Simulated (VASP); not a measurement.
# Si (P6_3/mmc) in VASP: relaxation of the atoms with PBE

Aim: the relaxation of the atoms of Si with PBE.

Program: VASP 6.6.1. These are calculated values, not measurements. Logs are shortened: lines on timing, memory, paths and dates and some standing lists are left out, and cuts for length are marked.

**1. The cell of the first run**

It takes space group P6_3/mmc (No. 194, hexagonal). Conventional cell: a = 2.444 Å, b = 2.444 Å, c = 4.152 Å, α = 90.00°, β = 90.00°, γ = 120.00°. Si (site symmetry -6m2) has 12 Si at 2.44 to 2.51 Å within 3.2 Å.

**2. Relaxation of the atoms, PBE**

The input, INCAR:

```
SYSTEM = Si
PREC = Accurate
ENCUT = 520
EDIFF = 1E-6
ISMEAR = -1
SIGMA = 0.05
LREAL = .False.
LASPH = .True.
NELM = 80
ALGO = Normal
ISIF = 2
LWAVE = .False.
LCHARG = .False.
GGA = PE
IBRION = 2
NSW = 80
EDIFFG = -0.02
```

The input, KPOINTS:

```
Automatic mesh
0
Gamma
  13 13 7
  0 0 0
```

The input, POSCAR:

```
Si
1.0
    2.4440000000      0.0000000000      0.0000000000
   -1.2220000000      2.1165660868      0.0000000000
    0.0000000000      0.0000000000      4.1520000000
Si
2
Direct
    0.3333333333      0.6666666667      0.2500000000
    0.6666666667      0.3333333333      0.7500000000
```

Potentials or basis: VASP PAW PBE potentials, release 64 (Si).

Launch:

```sh
$ cat potpaw_PBE.64/Si/POTCAR > POTCAR
$ mpirun -np 1 vasp_std > vasp.out
```

OUTCAR:

```text
SYSTEM = Si
   PREC = Accurate
   ENCUT = 520
   EDIFF = 1E-6
   ISMEAR = -1
   LREAL = .False.
   LASPH = .True.
   NELM = 80
   ISIF = 2
   GGA = PE
   IBRION = 2
   NSW = 80
   EDIFFG = -0.02

 ion  position               nearest neighbor table
   1  0.333  0.667  0.250-   2 2.51   2 2.51   2 2.51   2 2.51   2 2.51   2 2.51
   2  0.667  0.333  0.750-   1 2.51   1 2.51   1 2.51   1 2.51   1 2.51   1 2.51

  LATTYP: Found a hexagonal cell.
 ALAT       =     2.4440000000
 C/A-ratio  =     1.6988543372

  Lattice vectors:

 A1 = (   2.4440000000,   0.0000000000,   0.0000000000)
 A2 = (  -1.2220000000,   2.1165660868,   0.0000000000)
 A3 = (   0.0000000000,   0.0000000000,   4.1520000000)

Analysis of symmetry for initial positions (statically):
=====================================================================
 Subroutine PRICEL returns:
 Original cell was already a primitive cell.

 Routine SETGRP: Setting up the symmetry group for a
 hexagonal supercell.

 Subroutine GETGRP returns: Found 24 space group operations
 (whereof 12 operations were pure point group operations)
 out of a pool of 24 trial point group operations.

The static configuration has the point symmetry D_3d.
 The point group associated with its full space group is D_6h.

Analysis of symmetry for dynamics (positions and initial velocities):
=====================================================================
 Subroutine PRICEL returns:
 Original cell was already a primitive cell.

 Routine SETGRP: Setting up the symmetry group for a
 hexagonal supercell.

 Subroutine GETGRP returns: Found 24 space group operations
 (whereof 12 operations were pure point group operations)
 out of a pool of 24 trial point group operations.

The dynamic configuration has the point symmetry D_3d.
 The point group associated with its full space group is D_6h.

 Subroutine INISYM returns: Found 24 space group operations
 (whereof 12 operations are pure point group operations),
 and found     1 'primitive' translations

----------------------------------------------------------------------------------------

                                     Primitive cell

  volume of cell :      21.4778

  direct lattice vectors                    reciprocal lattice vectors
     2.444000000  0.000000000  0.000000000     0.409165303  0.236231698  0.000000000
[... 84 lines left out ...]
   ENCUT  =  520.0 eV  38.22 Ry    6.18 a.u.   4.54  4.54  7.72*2*pi/ulx,y,z
   NELM   =     80;   NELMIN=  2; NELMDL= -5     # of ELM steps
   EDIFF  = 0.1E-05   stopping-criterion for ELM
   LREAL  =      F    real-space projection
   EDIFFG = -.2E-01   stopping-criterion for IOM
   NSW    =     80    number of steps for IOM
   IBRION =      2    ionic relax: 0-MD 1-quasi-New 2-CG
   NFREE  =      1    steps in history (QN), initial steepest desc. (CG)
   ISIF   =      2    stress and relaxation
   ISYM   =      2    0-nonsym 1-usesym 2-fastsym
   POTIM  = 0.5000    time-step for ionic-motion
   TEBEG  =    0.0;   TEEND  =   0.0 temperature during run
   PSTRESS=    0.0 pullay stress
   NELECT =       8.0000    total number of electrons
   NUPDOWN=      -1.0000    fix difference up-down
   EMIN   =  10.00;   EMAX   =-10.00  energy-range for DOS
   EFERMI =   0.00;   METHOD = LEGACY
   ISMEAR =    -1;   SIGMA  =   0.05  broadening in eV -4-tet -1-fermi 0-gaus
   EFERMI_NEDOS =   21; number of points for ismear=-14 and -15
   IALGO  =     38    algorithm
   IMIX   =      4    mixing-type and parameters
     AMIX     =   0.40;   BMIX     =  1.00
     AMIX_MAG =   1.60;   BMIX_MAG =  1.00
  volume/ion in A,a.u.               =      10.74        72.47
  Fermi-wavevector in a.u.,A,eV,Ry     =   1.177899  2.225906 18.877348  1.387446
  Thomas-Fermi vector in A             =   2.314237
   LORBIT       =      0    0 simple, 1 ext, 2 COOP (PROOUT), +10 PAW based schemes
   GGA     = PE    functional components
   LHFCALC =     F    Hartree Fock is set to
   AEXX    =    0.0000 exact exchange contribution
   IVDW    =     0    specifies the selected vdW correction
   LEPSILON=     F    determine dielectric tensor
   LRPA    =     F    only Hartree local field effects (RPA)
 conjugate gradient relaxation of ions
 non-spin polarized calculation
  energy-cutoff  :      520.00
  volume of cell :       21.48
 maximum number of plane-waves:       598
   NGX =  9   NGY =  9   NGZ = 15

 number of electron       8.0000001 magnetization

 Free energy of the ion-electron system (eV)
  ---------------------------------------------------
  ext. energy  EPLUGINS =         0.00000000
  ---------------------------------------------------
  free energy    TOTEN  =        -8.98249428 eV

  energy without entropy =       -8.97666470  energy(sigma->0) =       -8.97957949

 E-fermi :  14.5582     XC(G=0): -12.4399

 val. band max:       14.5322805398   @ k =   0.3077   0.1538   0.2857
 cond. band min:      14.5773608736   @ k =   0.2308   0.2308   0.4286
 fundamental gap:      0.0450803338
 Fermi energy:        14.5582445410

 k-point     1 :       0.0000    0.0000    0.0000
  band No.  band energies     occupation
      1      -2.9077      2.00000
      2       5.3092      2.00000
      3       5.3468      2.00000
      4      26.0483      0.00000
      5      26.0483      0.00000
      6      26.3969      0.00000
      7      26.4332      0.00000
      8      26.4332      0.00000
[... 243 lines left out ...]
 k-point    24 :       0.1538    0.0000    0.1429
  band No.  band energies     occupation
      1      -1.9709      2.00000
      2       3.9158      2.00000
      3       8.4903      2.00000
      4      19.2944      0.00000
      5      22.8362      0.00000
      6      23.8611      0.00000
      7      24.3405      0.00000
      8      26.3412      0.00000

 [... further k-points ...]
[... 5 lines left out ...]
  --------------------------------------------------------------------------------------
  -------------------------------------------------------------------------------------
  Total        6.6647584      6.6647584      6.5049373     -0.0000000     -0.0000000      0.0000000
  in kB      497.1696578    497.1696578    485.2475104     -0.0000000     -0.0000000      0.0000000
  external PRESSURE =     493.1956086 kB  Pullay stress =       0.0000000 kB

 VOLUME and BASIS-vectors are now :
 -----------------------------------------------------------------------------
  energy-cutoff  :      520.00
  volume of cell :       21.48
      direct lattice vectors                 reciprocal lattice vectors
     2.444000000  0.000000000  0.000000000     0.409165303  0.236231698  0.000000000
    -1.222000000  2.116566087  0.000000000     0.000000000  0.472463395  0.000000000
     0.000000000  0.000000000  4.152000000     0.000000000  0.000000000  0.240847784

 POSITION                                       TOTAL-FORCE (eV/Angst)
 -----------------------------------------------------------------------------------
     -0.00000      1.41104      1.03800         0.000000     -0.000000      0.000000
      1.22200      0.70552      3.11400        -0.000000      0.000000      0.000000
 -----------------------------------------------------------------------------------
    total drift:                               -0.000000     -0.000000     -0.000000

  FREE ENERGIE OF THE ION-ELECTRON SYSTEM (eV)
  ---------------------------------------------------
  free  energy   TOTEN  =        -8.9824942786 eV

  energy  without entropy=       -8.9766646973  energy(sigma->0) =       -8.97957949

 reached required accuracy - stopping structural energy minimisation
```

CONTCAR:

```text
Si
   1.00000000000000
     2.4440000000000000    0.0000000000000000    0.0000000000000000
    -1.2220000000000000    2.1165660867999998    0.0000000000000000
     0.0000000000000000    0.0000000000000000    4.1520000000000001
  Si
     2
Direct
     0.3333333332999970    0.6666666667000030    0.2500000000000000
     0.6666666667000030    0.3333333332999970    0.7500000000000000

  0.00000000E+00  0.00000000E+00  0.00000000E+00
  0.00000000E+00  0.00000000E+00  0.00000000E+00
```

Run time: 12 s. Hardware: 1 thread of Intel Xeon Platinum 8259CL at 2.50GHz (Skylake/Cascade Lake), shared host; peak memory 0.13 GiB.

What came out:

```yaml
Free_energy: -8.9825 eV
Pressure_after_relaxing: 49.3 GPa
Band_gap_on_the_k_mesh: zero (band 4 reaches 26.05 eV, above the bottom of band 5 at 11.40 eV)
```

Stress tensor (GPa, compression positive):
```
49.72  0.00  0.00
 0.00 49.72  0.00
 0.00  0.00 48.52
```

Final structure:
```yaml
crystal:
  lattice:
    - [2.44400, 0.00000, 0.00000]
    - [-1.22200, 2.11657, 0.00000]
    - [0.00000, 0.00000, 4.15200]
  atoms:
    - { symbol: Si, position: [0.33333, 0.66667, 0.25000] }
    - { symbol: Si, position: [0.66667, 0.33333, 0.75000] }
```

Levels at points of the mesh, in eV from the Fermi level:
```csv
k point,band 1,band 2,band 3,band 4,band 5,band 6,band 7,band 8
"(0.00, 0.00, 0.00)",-17.47,-9.25,-9.21,11.49,11.49,11.84,11.87,11.87
```

Caveat: the relaxation stopped at its first step, so nothing moved.
